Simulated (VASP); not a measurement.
# Cu in VASP: single point with RPBE

Aim: the single point of Cu with RPBE.

Program: VASP 6.6.1. These are calculated values, not measurements. Logs are shortened: lines on timing, memory, paths and dates and some standing lists are left out, and cuts for length are marked.

**1. The cell of the first run**

The cell holds a slab with vacuum, 10 atoms: a = 3.673 Å, b = 3.673 Å, c = 24.346 Å, α = 90.00°, β = 90.00°, γ = 90.00°.

**2. Single point, RPBE**

Input file INCAR:

```
PREC     = Accurate       # precision mode
ENCUT    = 520            # plane-wave cutoff, eV
EDIFF    = 1E-6           # SCF threshold, eV
ISMEAR   = 0              # smearing method
SIGMA    = 0.1            # smearing width, eV
LREAL    = False          # projectors in reciprocal space
LASPH    = True           # aspherical terms in the spheres
NELM     = 80             # most SCF steps
ALGO     = Normal         # electronic algorithm
ISIF     = 2              # what is computed and relaxed
LWAVE    = False          # write WAVECAR
LCHARG   = True           # write CHGCAR
LDIPOL   = True         
IDIPOL   = 3            
DIPOL    = 0.5 0.5 0.499
GGA      = RP             # functional
LELF     = True           # ELF
LVHAR    = True         
LVACPOTAV= True         
NBANDS   = 66             # bands
```

Input file KPOINTS:

```
Automatic mesh
0
Gamma
  8 8 1
```

Input file POSCAR:

```
Cu
1.0
    3.6732238829      0.0000000000      0.0000000000
    0.0000000000      3.6732238829      0.0000000000
    0.0000000000      0.0000000000     24.3464477657
Cu
10
Direct
    0.0000000000      0.5000000000      0.3491269068
    0.5000000000      0.0000000000      0.3491269068
    0.5000000000      0.5000000000      0.4245634534
    0.0000000000      0.0000000000      0.4245634534
    0.0000000000      0.5000000000      0.4996352209
    0.5000000000      0.0000000000      0.4996352209
    0.5000000000      0.5000000000      0.5749357302
    0.0000000000      0.0000000000      0.5749357302
    0.0000000000      0.5000000000      0.6472964265
    0.5000000000      0.0000000000      0.6472964265
```

Potentials or basis: VASP PAW PBE potentials, release 64 (Cu).

Started as:

```console
$ cat potpaw_PBE.64/Cu/POTCAR > POTCAR
$ mpirun -np 1 vasp_std > vasp.out
```

OUTCAR:

```text
PREC = Accurate
   ENCUT = 520
   EDIFF = 1E-6
   ISMEAR = 0
   LREAL = False
   LASPH = True
   NELM = 80
   ISIF = 2
   GGA = RP

 ion  position               nearest neighbor table
   1  0.000  0.500  0.349-   3 2.60   4 2.60   4 2.60   3 2.60   2 2.60   2 2.60   2 2.60   2 2.60

   2  0.500  0.000  0.349-   3 2.60   4 2.60   3 2.60   4 2.60   1 2.60   1 2.60   1 2.60   1 2.60

   3  0.500  0.500  0.425-   5 2.59   6 2.59   6 2.59   5 2.59   2 2.60   1 2.60   1 2.60   2 2.60
                             4 2.60   4 2.60   4 2.60   4 2.60
   4  0.000  0.000  0.425-   5 2.59   6 2.59   5 2.59   6 2.59   1 2.60   1 2.60   2 2.60   2 2.60
                             3 2.60   3 2.60   3 2.60   3 2.60
   5  0.000  0.500  0.500-   3 2.59   4 2.59   4 2.59   3 2.59   7 2.60   8 2.60   8 2.60   7 2.60
                             6 2.60   6 2.60   6 2.60   6 2.60
   6  0.500  0.000  0.500-   3 2.59   4 2.59   3 2.59   4 2.59   7 2.60   7 2.60   8 2.60   8 2.60
                             5 2.60   5 2.60   5 2.60   5 2.60
   7  0.500  0.500  0.575-   9 2.54  10 2.54  10 2.54   9 2.54   6 2.60   5 2.60   5 2.60   6 2.60
                             8 2.60   8 2.60   8 2.60   8 2.60
   8  0.000  0.000  0.575-   9 2.54  10 2.54   9 2.54  10 2.54   5 2.60   5 2.60   6 2.60   6 2.60
                             7 2.60   7 2.60   7 2.60   7 2.60
   9  0.000  0.500  0.647-   7 2.54   8 2.54   8 2.54   7 2.54  10 2.60  10 2.60  10 2.60  10 2.60
[... 9 lines left out ...]
 A1 = (   3.6732238829,   0.0000000000,   0.0000000000)
 A2 = (   0.0000000000,   3.6732238829,   0.0000000000)
 A3 = (   0.0000000000,   0.0000000000,  24.3464477657)

Analysis of symmetry for initial positions (statically):
=====================================================================
 Subroutine PRICEL returns following result:

  LATTYP: Found a simple tetragonal cell.
 ALAT       =     2.5973615164
 C/A-ratio  =     9.3735306432

  Lattice vectors:

 A1 = (   1.8366119414,  -1.8366119414,   0.0000000000)
 A2 = (   1.8366119414,   1.8366119415,   0.0000000000)
 A3 = (   0.0000000000,   0.0000000000,  24.3464477657)

   2 primitive cells build up your supercell.

 Routine SETGRP: Setting up the symmetry group for a
 simple tetragonal supercell.

 Subroutine GETGRP returns: Found  8 space group operations
 (whereof  8 operations were pure point group operations)
 out of a pool of 16 trial point group operations.

The static configuration has the point symmetry C_4v.

Analysis of symmetry for dynamics (positions and initial velocities):
=====================================================================
 Subroutine PRICEL returns following result:

  LATTYP: Found a simple tetragonal cell.
 ALAT       =     2.5973615164
 C/A-ratio  =     9.3735306432

  Lattice vectors:

 A1 = (   1.8366119414,  -1.8366119414,   0.0000000000)
 A2 = (   1.8366119414,   1.8366119415,   0.0000000000)
 A3 = (   0.0000000000,   0.0000000000,  24.3464477657)

   2 primitive cells build up your supercell.

 Routine SETGRP: Setting up the symmetry group for a
 simple tetragonal supercell.

 Subroutine GETGRP returns: Found  8 space group operations
 (whereof  8 operations were pure point group operations)
 out of a pool of 16 trial point group operations.

The dynamic configuration has the point symmetry C_4v.

 Subroutine INISYM returns: Found  8 space group operations
 (whereof  8 operations are pure point group operations),
 and found     2 'primitive' translations

----------------------------------------------------------------------------------------

                                     Primitive cell

  volume of cell :     164.2481

  direct lattice vectors                    reciprocal lattice vectors
     1.836611941 -1.836611941  0.000000000     0.272240417 -0.272240417  0.000000000
     1.836611941  1.836611941  0.000000000     0.272240417  0.272240417  0.000000000
     0.000000000  0.000000000 24.346447766     0.000000000  0.000000000  0.041073754

  length of vectors
     2.597361516  2.597361516 24.346447766     0.385006089  0.385006089  0.041073754

  position of ions in fractional coordinates (direct lattice)
     0.500000000  0.500000000  0.349126907
     0.000000000  1.000000000  0.424563453
     0.500000000  0.500000000  0.499635221
     0.000000000  1.000000000  0.574935730
     0.500000000  0.500000000  0.647296426

  ion indices of the primitive-cell ions
   primitive index   ion index
[... 25 lines left out ...]
     0.000000000  0.000000000  0.000000000

 Subroutine IBZKPT returns following result:
 ===========================================

 Found     15 irreducible k-points:

 Following reciprocal coordinates:
            Coordinates               Weight
  0.000000  0.000000  0.000000      1.000000
  0.125000  0.000000  0.000000      4.000000
  0.250000  0.000000  0.000000      4.000000
  0.375000  0.000000  0.000000      4.000000
  0.500000  0.000000  0.000000      2.000000
  0.125000  0.125000  0.000000      4.000000
  0.250000  0.125000  0.000000      8.000000
  0.375000  0.125000  0.000000      8.000000
  0.500000  0.125000  0.000000      4.000000
  0.250000  0.250000  0.000000      4.000000
  0.375000  0.250000  0.000000      8.000000
  0.500000  0.250000  0.000000      4.000000
  0.375000  0.375000  0.000000      4.000000
  0.500000  0.375000  0.000000      4.000000
  0.500000  0.500000  0.000000      1.000000
   k-points           NKPTS =     15   k-points in BZ     NKDIM =     15   number of bands    NBANDS=     66
   number of dos      NEDOS =    301   number of ions     NIONS =     10
   total plane-waves  NPLWV = 150528
   dimension x,y,z NGX =    28 NGY =   28 NGZ =  192
   dimension x,y,z NGXF=    56 NGYF=   56 NGZF=  384
   ions per type =              10
   NGX,Y,Z   is equivalent  to a cutoff of  12.67, 12.67, 13.11 a.u.
   NGXF,Y,Z  is equivalent  to a cutoff of  25.34, 25.34, 26.22 a.u.
 SYSTEM =  unknown system
   PREC   = accura    normal or accurate (medium, high low for compatibility)
   ISTART =      0    job   : 0-new  1-cont  2-samecut
   ICHARG =      2    charge: 1-file 2-atom 10-const
   ISPIN  =      1    spin polarized calculation?
   LNONCOLLINEAR =      F non collinear calculations
   LSORBIT =      F    spin-orbit coupling
   LASPH  =      T    aspherical Exc in radial PAW
   ENCUT  =  520.0 eV  38.22 Ry    6.18 a.u.   6.83  6.83 45.27*2*pi/ulx,y,z
   NELM   =     80;   NELMIN=  2; NELMDL= -5     # of ELM steps
   EDIFF  = 0.1E-05   stopping-criterion for ELM
   LREAL  =      F    real-space projection
   EDIFFG = 0.1E-04   stopping-criterion for IOM
   NSW    =      0    number of steps for IOM
   IBRION =     -1    ionic relax: 0-MD 1-quasi-New 2-CG
   NFREE  =      0    steps in history (QN), initial steepest desc. (CG)
   ISIF   =      2    stress and relaxation
   ISYM   =      2    0-nonsym 1-usesym 2-fastsym
   POTIM  = 0.5000    time-step for ionic-motion
   TEBEG  =    0.0;   TEEND  =   0.0 temperature during run
   PSTRESS=    0.0 pullay stress
   NELECT =     110.0000    total number of electrons
   NUPDOWN=      -1.0000    fix difference up-down
   EMIN   =  10.00;   EMAX   =-10.00  energy-range for DOS
   EFERMI =   0.00;   METHOD = LEGACY
   ISMEAR =     0;   SIGMA  =   0.10  broadening in eV -4-tet -1-fermi 0-gaus
   EFERMI_NEDOS =   21; number of points for ismear=-14 and -15
   IALGO  =     38    algorithm
   IMIX   =      4    mixing-type and parameters
     AMIX     =   0.40;   BMIX     =  1.00
     AMIX_MAG =   1.60;   BMIX_MAG =  1.00
  volume/ion in A,a.u.               =      32.85       221.68
  Fermi-wavevector in a.u.,A,eV,Ry     =   1.136830  2.148298 17.583936  1.292383
  Thomas-Fermi vector in A             =   2.273535
   LORBIT       =      0    0 simple, 1 ext, 2 COOP (PROOUT), +10 PAW based schemes
   GGA     = RP    functional components
   LHFCALC =     F    Hartree Fock is set to
   AEXX    =    0.0000 exact exchange contribution
   IVDW    =     0    specifies the selected vdW correction
   LEPSILON=     F    determine dielectric tensor
   LRPA    =     F    only Hartree local field effects (RPA)
 non-spin polarized calculation
 Gauss-broadening in eV      SIGMA  =   0.10
  energy-cutoff  :      520.00
  volume of cell :      328.50
 maximum number of plane-waves:      8904
 NGX is ok and might be reduce to    28
   NGX = 13   NGY = 13   NGZ = 91

 dipolmoment           0.000000      0.000000      0.002377 electrons x Angstroem

 number of electron     110.0000132 magnetization

 dipolmoment           0.000000      0.000000     -0.001191 electrons x Angstroem

 Free energy of the ion-electron system (eV)
  ---------------------------------------------------
  ext. energy  EPLUGINS =         0.00000000
  ---------------------------------------------------
  free energy    TOTEN  =       -30.52362728 eV

  energy without entropy =      -30.50917868  energy(sigma->0) =      -30.51640298

 E-fermi :   0.0649     XC(G=0):  -5.3912

 val. band max:        0.0184551685   @ k =   0.3750   0.3750   0.0000
 cond. band min:       0.0727190483   @ k =   0.5000   0.5000   0.0000
 fundamental gap:      0.0542638798
 Fermi energy:         0.0649200805

 k-point     1 :       0.0000    0.0000    0.0000
  band No.  band energies     occupation
      1      -8.5038      2.00000
      2      -7.3980      2.00000
      3      -5.7593      2.00000
      4      -4.5243      2.00000
      5      -4.3998      2.00000
      6      -4.3764      2.00000
[... 1024 lines left out ...]
     65       4.9086      0.00000
     66       4.9086      0.00000

------------------------ aborting loop because EDIFF is reached ----------------------------------------

  FORCE on cell =-STRESS in cart. coord.  units (eV):
  Direction    XX          YY          ZZ          XY          YZ          ZX
  --------------------------------------------------------------------------------------
  -------------------------------------------------------------------------------------
  Total       -1.2436035     -1.2436035     -0.5663955      0.0000000     -0.0000000      0.0000000
  in kB       -6.0654374     -6.0654374     -2.7624853      0.0000000     -0.0000000      0.0000000
  external PRESSURE =      -4.9644534 kB  Pullay stress =       0.0000000 kB

 VOLUME and BASIS-vectors are now :
 -----------------------------------------------------------------------------
  energy-cutoff  :      520.00
  volume of cell :      328.50
      direct lattice vectors                 reciprocal lattice vectors
     3.673223883  0.000000000  0.000000000     0.272240417  0.000000000  0.000000000
     0.000000000  3.673223883  0.000000000     0.000000000  0.272240417  0.000000000
     0.000000000  0.000000000 24.346447766     0.000000000  0.000000000  0.041073754

 POSITION                                       TOTAL-FORCE (eV/Angst)
 -----------------------------------------------------------------------------------
      0.00000      1.83661      8.50000        -0.000000     -0.000000      0.216892
      1.83661      0.00000      8.50000         0.000000      0.000000      0.216892
      1.83661      1.83661     10.33661         0.000000      0.000000     -0.240755
      0.00000      0.00000     10.33661        -0.000000     -0.000000     -0.240755
      0.00000      1.83661     12.16434        -0.000000     -0.000000      0.000294
      1.83661      0.00000     12.16434        -0.000000     -0.000000      0.000294
      1.83661      1.83661     13.99764        -0.000000     -0.000000     -0.014892
      0.00000      0.00000     13.99764        -0.000000      0.000000     -0.014892
      0.00000      1.83661     15.75937        -0.000000     -0.000000      0.038461
      1.83661      0.00000     15.75937        -0.000000     -0.000000      0.038461
 -----------------------------------------------------------------------------------
    total drift:                                0.000000      0.000000     -0.004027

  FREE ENERGIE OF THE ION-ELECTRON SYSTEM (eV)
  ---------------------------------------------------
  free  energy   TOTEN  =       -30.5236272844 eV

  energy  without entropy=      -30.5091786767  energy(sigma->0) =      -30.51640298

 vacuum level on the upper side and lower side of the slab         4.318         4.334
```

Wall time 5 min (1 thread of Intel Xeon 6975P-C (Granite Rapids), shared host); peak memory 0.49 GiB.

What came out:

```
Free energy            : -30.5236 eV
Largest force          : 0.241 eV/Å
Band gap on the k mesh : zero (bands 55 and 56 overlap by 1.06 eV)
```

Forces in eV/Å, atoms in the order of the input:
```
Cu   0.000  0.000  0.217
Cu   0.000  0.000  0.217
Cu   0.000  0.000 -0.241
Cu   0.000  0.000 -0.241
Cu   0.000  0.000  0.000
Cu   0.000  0.000  0.000
Cu   0.000  0.000 -0.015
Cu   0.000  0.000 -0.015
Cu   0.000  0.000  0.038
Cu   0.000  0.000  0.038
```

Caveat: the PAW data sets were made with another functional, which shifts forces and pressure a little.

The gap in the log of VASP goes by the Fermi energy; the results here count the filled bands.